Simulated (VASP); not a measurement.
# GaP (F-43m) in VASP: notebook

Runs on GaP. Level: r2SCAN. Tasks: single point.

Program: VASP 6.6.1. These are calculated values, not measurements. Logs are shortened: lines on timing, memory, paths and dates and some standing lists are left out, and cuts for length are marked.

## Step 1: The cell of the first run

Symmetry: F-43m, No. 216, cubic system. Conventional cell: a = 5.412 Å, b = 5.412 Å, c = 5.412 Å, α = 90.00°, β = 90.00°, γ = 90.00°. Ga (site symmetry -43m) has 4 P at 2.34 Å within 3.1 Å. P (site symmetry -43m) has 4 Ga at 2.34 Å within 3.1 Å.

## Step 2: Single point, r2SCAN

Input file POSCAR:

```
GaP
1.0
    2.7059197129      2.7059197129      0.0000000000
   -2.7059197129      2.7059197129      0.0000000000
    0.0000000000      2.7059197129      2.7059197129
Ga P
1 1
Direct
    0.0000000000      0.0000000000      0.0000000000
    0.7500000000      0.2500000000      0.5000000000
```

Input file INCAR.step1:

```
SYSTEM = GaP
PREC = Accurate ; ENCUT = 520
ISMEAR = 0 ; SIGMA = 0.01
LREAL = .False. ; LASPH = .True.
NELM = 80 ; NBANDS = 16
GGA = PE ; ALGO = Normal
EDIFF = 1E-4 ; LWAVE = .True.
LCHARG = .False.
```

Input file INCAR.step2:

```
SYSTEM = GaP
PREC = Accurate ; ENCUT = 520
EDIFF = 1E-6 ; ISMEAR = 0
SIGMA = 0.01 ; LREAL = .False.
LASPH = .True. ; NELM = 80
ALGO = Normal ; ISIF = 2
LWAVE = .False. ; LCHARG = .False.
METAGGA = R2SCAN ; LMIXTAU = .True.
NBANDS = 16 ; ISTART = 1
```

Input file KPOINTS:

```
regular mesh
0
Gamma
  8 8 8
  0 0 0
```

Potentials or basis: VASP PAW PBE potentials, release 64 (Ga_d, P).

Launch:

```sh
> cat potpaw_PBE.64/Ga_d/POTCAR potpaw_PBE.64/P/POTCAR > POTCAR
> cp INCAR.step1 INCAR
> mpirun -np 1 vasp_std > vasp.out
> cp INCAR.step2 INCAR
> mpirun -np 1 vasp_std > vasp.out
```

OUTCAR:

```text
SYSTEM = GaP
   PREC = Accurate
   ENCUT = 520
   EDIFF = 1E-6
   ISMEAR = 0
   LREAL = .False.
   LASPH = .True.
   NELM = 80
   ISIF = 2
   METAGGA = R2SCAN
   ISTART = 1

 ion  position               nearest neighbor table
   1  0.000  0.000  0.000-   2 2.34   2 2.34   2 2.34   2 2.34
   2  0.750  0.250  0.500-   1 2.34   1 2.34   1 2.34   1 2.34

  LATTYP: Found a face centered cubic cell.
 ALAT       =     5.4118394258

  Lattice vectors:

 A1 = (   0.0000000000,   2.7059197129,   2.7059197129)
 A2 = (   2.7059197129,   0.0000000000,   2.7059197129)
 A3 = (   2.7059197129,   2.7059197129,   0.0000000000)

Analysis of symmetry for initial positions (statically):
=====================================================================
 Subroutine PRICEL returns:
 Original cell was already a primitive cell.

 Routine SETGRP: Setting up the symmetry group for a
 face centered cubic supercell.

 Subroutine GETGRP returns: Found 24 space group operations
 (whereof 24 operations were pure point group operations)
 out of a pool of 48 trial point group operations.

The static configuration has the point symmetry T_d .

Analysis of symmetry for dynamics (positions and initial velocities):
=====================================================================
 Subroutine PRICEL returns:
 Original cell was already a primitive cell.

 Routine SETGRP: Setting up the symmetry group for a
 face centered cubic supercell.

 Subroutine GETGRP returns: Found 24 space group operations
 (whereof 24 operations were pure point group operations)
 out of a pool of 48 trial point group operations.

The dynamic configuration has the point symmetry T_d .

 Subroutine INISYM returns: Found 24 space group operations
 (whereof 24 operations are pure point group operations),
 and found     1 'primitive' translations

----------------------------------------------------------------------------------------

                                     Primitive cell

  volume of cell :      39.6255

  direct lattice vectors                    reciprocal lattice vectors
     2.705919713  2.705919713  0.000000000     0.184780057  0.184780057 -0.184780057
    -2.705919713  2.705919713  0.000000000    -0.184780057  0.184780057 -0.184780057
     0.000000000  2.705919713  2.705919713     0.000000000  0.000000000  0.369560115

  length of vectors
     3.826748357  3.826748357  3.826748357     0.320048448  0.320048448  0.369560115
[... 80 lines left out ...]
   NELM   =     80;   NELMIN=  2; NELMDL=  0     # of ELM steps
   EDIFF  = 0.1E-05   stopping-criterion for ELM
   LREAL  =      F    real-space projection
   EDIFFG = 0.1E-04   stopping-criterion for IOM
   NSW    =      0    number of steps for IOM
   IBRION =     -1    ionic relax: 0-MD 1-quasi-New 2-CG
   NFREE  =      0    steps in history (QN), initial steepest desc. (CG)
   ISIF   =      2    stress and relaxation
   ISYM   =      2    0-nonsym 1-usesym 2-fastsym
   POTIM  = 0.5000    time-step for ionic-motion
   TEBEG  =    0.0;   TEEND  =   0.0 temperature during run
   PSTRESS=    0.0 pullay stress
   NELECT =      18.0000    total number of electrons
   NUPDOWN=      -1.0000    fix difference up-down
   EMIN   =  10.00;   EMAX   =-10.00  energy-range for DOS
   EFERMI =   0.00;   METHOD = LEGACY
   ISMEAR =     0;   SIGMA  =   0.01  broadening in eV -4-tet -1-fermi 0-gaus
   EFERMI_NEDOS =   21; number of points for ismear=-14 and -15
   IALGO  =     38    algorithm
   IMIX   =      4    mixing-type and parameters
     AMIX     =   0.40;   BMIX     =  1.00
     AMIX_MAG =   1.60;   BMIX_MAG =  1.00
  volume/ion in A,a.u.               =      19.81       133.70
  Fermi-wavevector in a.u.,A,eV,Ry     =   1.258464  2.378152 21.547974  1.583731
  Thomas-Fermi vector in A             =   2.392072
   LORBIT       =      0    0 simple, 1 ext, 2 COOP (PROOUT), +10 PAW based schemes
   METAGGA = R2SCAN    functional components
   LHFCALC =     F    Hartree Fock is set to
   AEXX    =    0.0000 exact exchange contribution
   IVDW    =     0    specifies the selected vdW correction
   LEPSILON=     F    determine dielectric tensor
   LRPA    =     F    only Hartree local field effects (RPA)
 non-spin polarized calculation
 Gauss-broadening in eV      SIGMA  =   0.01
  energy-cutoff  :      520.00
  volume of cell :       39.63
 maximum number of plane-waves:      1090
   NGX = 15   NGY = 15   NGZ = 15

 number of electron      18.0000007 magnetization

 Free energy of the ion-electron system (eV)
  ---------------------------------------------------
  ext. energy  EPLUGINS =         0.00000000
  ---------------------------------------------------
  free energy    TOTEN  =       -21.45773461 eV

  energy without entropy =      -21.45773461  energy(sigma->0) =      -21.45773461

 E-fermi :   4.7256     XC(G=0): -10.6537

 val. band max:        4.6844510489   @ k =   0.0000   0.0000   0.0000
 cond. band min:       6.5527111833   @ k =   0.5000   0.5000   0.0000
 fundamental gap:      1.8682601344
 Fermi energy:         4.7255965148

 k-point     1 :       0.0000    0.0000    0.0000
  band No.  band energies     occupation
      1     -10.3423      2.00000
      2     -10.3422      2.00000
      3     -10.3422      2.00000
      4     -10.2210      2.00000
      5     -10.2210      2.00000
      6      -8.5055      2.00000
[... 433 lines left out ...]
      3     -10.2923      2.00000
      4     -10.2271      2.00000
      5     -10.2128      2.00000
      6      -5.8341      2.00000
[... 8 lines left out ...]
     15      17.4326      0.00000
     16      18.0693      0.00000

 [... further k-points ...]

------------------------ aborting loop because EDIFF is reached ----------------------------------------

  FORCE on cell =-STRESS in cart. coord.  units (eV):
  Direction    XX          YY          ZZ          XY          YZ          ZX
  --------------------------------------------------------------------------------------
  -------------------------------------------------------------------------------------
  Total        0.4866824      0.4866824      0.4866824     -0.0000000     -0.0000000      0.0000000
  in kB       19.6780264     19.6780264     19.6780264     -0.0000000     -0.0000000      0.0000000
  external PRESSURE =      19.6780264 kB  Pullay stress =       0.0000000 kB

 VOLUME and BASIS-vectors are now :
 -----------------------------------------------------------------------------
  energy-cutoff  :      520.00
  volume of cell :       39.63
      direct lattice vectors                 reciprocal lattice vectors
     2.705919713  2.705919713  0.000000000     0.184780057  0.184780057 -0.184780057
    -2.705919713  2.705919713  0.000000000    -0.184780057  0.184780057 -0.184780057
     0.000000000  2.705919713  2.705919713     0.000000000  0.000000000  0.369560115

 POSITION                                       TOTAL-FORCE (eV/Angst)
 -----------------------------------------------------------------------------------
      0.00000      0.00000      0.00000         0.000000      0.000000     -0.000000
      1.35296      4.05888      1.35296        -0.000000     -0.000000      0.000000
 -----------------------------------------------------------------------------------
    total drift:                               -0.000028      0.000000     -0.000000

  FREE ENERGIE OF THE ION-ELECTRON SYSTEM (eV)
  ---------------------------------------------------
  free  energy   TOTEN  =       -21.4577346093 eV

  energy  without entropy=      -21.4577346093  energy(sigma->0) =      -21.45773461
```

OSZICAR.step1:

```text
N       E                     dE             d eps       ncg     rms          rms(c)
DAV:   1     0.808944866696E+02    0.80894E+02   -0.89643E+03   936   0.166E+03
DAV:   2    -0.321366139172E+01   -0.84108E+02   -0.80220E+02  1072   0.310E+02
DAV:   3    -0.927431930416E+01   -0.60607E+01   -0.60412E+01  1256   0.652E+01
DAV:   4    -0.937164460549E+01   -0.97325E-01   -0.97310E-01  1080   0.894E+00
DAV:   5    -0.937356879092E+01   -0.19242E-02   -0.19241E-02  1240   0.110E+00    0.436E+00
DAV:   6    -0.912586547791E+01    0.24770E+00   -0.37735E-01  1448   0.108E+01    0.289E+00
DAV:   7    -0.909694881586E+01    0.28917E-01   -0.10011E-01  1216   0.216E+00    0.114E+00
DAV:   8    -0.909721625783E+01   -0.26744E-03   -0.13650E-02  1128   0.143E+00    0.215E-01
DAV:   9    -0.909760854350E+01   -0.39229E-03   -0.13278E-03  1144   0.497E-01    0.784E-02
DAV:  10    -0.909767227069E+01   -0.63727E-04   -0.87132E-05   976   0.122E-01
   1 F= -.90976723E+01 E0= -.90976723E+01  d E =-.618412E-33
```

Wall time 2.1 min (1 thread of Intel Xeon 8259CL, shared host); peak memory 0.17 GiB.

What came out:

```yaml
Free_energy: -21.4577 eV
Pressure: 2.0 GPa
Band_gap_on_the_k_mesh: 1.87 eV, indirect (least direct gap 2.53 eV)
```

Caveat: the PAW data sets were made with another functional, which shifts forces and pressure a little.

## Step 3: Single point, r2SCAN

This run uses another cell than the first one, of 20.73 Å³/atom, 1.047 times its volume.

Input file POSCAR:

```
GaP
1.0
    2.7472612564      2.7472612564      0.0000000000
   -2.7472612564      2.7472612564      0.0000000000
    0.0000000000      2.7472612564      2.7472612564
Ga P
1 1
Direct
    0.0000000000      0.0000000000      0.0000000000
    0.7500000000      0.2500000000      0.5000000000
```

Input file INCAR.step1:

```
SYSTEM = GaP
ALGO = Normal
EDIFF = 1E-4
ENCUT = 520
GGA = PE
ISMEAR = 0
LASPH = .TRUE.
LCHARG = .FALSE.
LREAL = .FALSE.
LWAVE = .TRUE.
NBANDS = 16
NELM = 80
PREC = Accurate
SIGMA = 0.01
```

Input file INCAR.step2:

```
SYSTEM = GaP
ALGO = Normal
EDIFF = 1E-6
ENCUT = 520
ISIF = 2
ISMEAR = 0
ISTART = 1
LASPH = .TRUE.
LCHARG = .FALSE.
LMIXTAU = .TRUE.
LREAL = .FALSE.
LWAVE = .FALSE.
METAGGA = R2SCAN
NBANDS = 16
NELM = 80
PREC = Accurate
SIGMA = 0.01
```

Input file KPOINTS:

```
k-points
0
G
  8 8 8
  0 0 0
```

Potentials or basis: VASP PAW PBE potentials, release 64 (Ga_d, P).

Launch:

```sh
> cat potpaw_PBE.64/Ga_d/POTCAR potpaw_PBE.64/P/POTCAR > POTCAR
> cp INCAR.step1 INCAR
> mpirun -np 1 vasp_std > vasp.out
> cp INCAR.step2 INCAR
> mpirun -np 1 vasp_std > vasp.out
```

Wall time 2.5 min (1 thread of Intel Xeon 8259CL, shared host); peak memory 0.18 GiB.

It converged, with:

| Property | Result |
| --- | --- |
| Free energy | -21.4566 eV |
| Pressure | -2.1 GPa |
| Band gap on the k mesh | 1.94 eV, indirect (least direct gap 2.13 eV) |

Levels at points of the mesh, in eV from the valence-band top:
| k point | band 5 | band 6 | band 7 | band 8 | band 9 | band 10 | band 11 | band 12 | band 13 | band 14 |
| --- | --- | --- | --- | --- | --- | --- | --- | --- | --- | --- |
| (0.00, 0.00, 0.00) | -14.85 | -12.84 | 0.00 | 0.00 | 0.00 | 2.13 | 4.20 | 4.20 | 4.20 | 9.34 |
| (0.50, 0.00, 0.00) | -14.84 | -10.76 | -6.70 | -1.13 | -1.13 | 1.96 | 5.06 | 5.06 | 8.78 | 11.46 |
| (0.50, 0.50, 0.00) | -14.82 | -9.85 | -6.84 | -2.71 | -2.71 | 1.96 | 2.12 | 11.16 | 11.16 | 11.77 |

Caveat: the PAW data sets were made with another functional, which shifts forces and pressure a little.
